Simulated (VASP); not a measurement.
Here is a VASP 6.6.1 calculation.

Contents of INCAR:

```
SYSTEM = Ge
PREC = Accurate
ENCUT = 520
EDIFF = 1E-6
ISMEAR = 0
SIGMA = 0.15
LREAL = .False.
LASPH = .True.
NELM = 100
ALGO = Fast
ISIF = 2
LWAVE = .False.
LCHARG = .False.
GGA = PS
NBANDS = 66
```

The input KPOINTS:

```
regular mesh
0
Gamma
  8 8 8
  0 0 0
```

Contents of POSCAR:

```
Ge
1.0
   -3.5217080442      3.5217080442      3.4696630977
    3.5217080442     -3.5217080442      3.4696630977
    3.5217080442      3.5217080442     -3.4696630977
Ge
8
Direct
    0.5000000000      0.0000000000      0.7958385091
    0.7958385091      0.5000000000      0.0000000000
    0.0000000000      0.7958385091      0.5000000000
    0.7041614909      0.7041614909      0.7041614909
    0.5000000000      0.0000000000      0.2041614909
    0.2041614909      0.5000000000      0.0000000000
    0.0000000000      0.2041614909      0.5000000000
    0.2958385091      0.2958385091      0.2958385091
```

Potentials or basis: VASP PAW PBE potentials, release 64 (Ge_d).

Command:

```bash
$ cat potpaw_PBE.64/Ge_d/POTCAR > POTCAR
$ mpirun -np 1 vasp_std > vasp.out
```

Problem. Estimate the band gap on the k mesh.

Solution. Zero (bands 56 and 57 overlap by 0.79 eV).

Problem. Estimate the largest force.

Solution. 0.108 eV/Å.

Problem. Predict the pressure.

Solution. -2.0 GPa.

Forces in eV/Å, atoms in the order of the input:
```
Ge  -0.006  0.059 -0.091
Ge   0.006  0.059  0.091
Ge  -0.006 -0.059  0.091
Ge   0.006 -0.059 -0.091
Ge   0.006 -0.059  0.091
Ge  -0.006 -0.059 -0.091
Ge   0.006  0.059 -0.091
Ge  -0.006  0.059  0.091
```

Caveat: the cell differs from its parent crystal (strain +0.015 along x and y, +0.000 along z); semilocal functionals underestimate gaps, so a narrow gap can read as zero; the PAW data sets were made with another functional, which shifts forces and pressure a little.
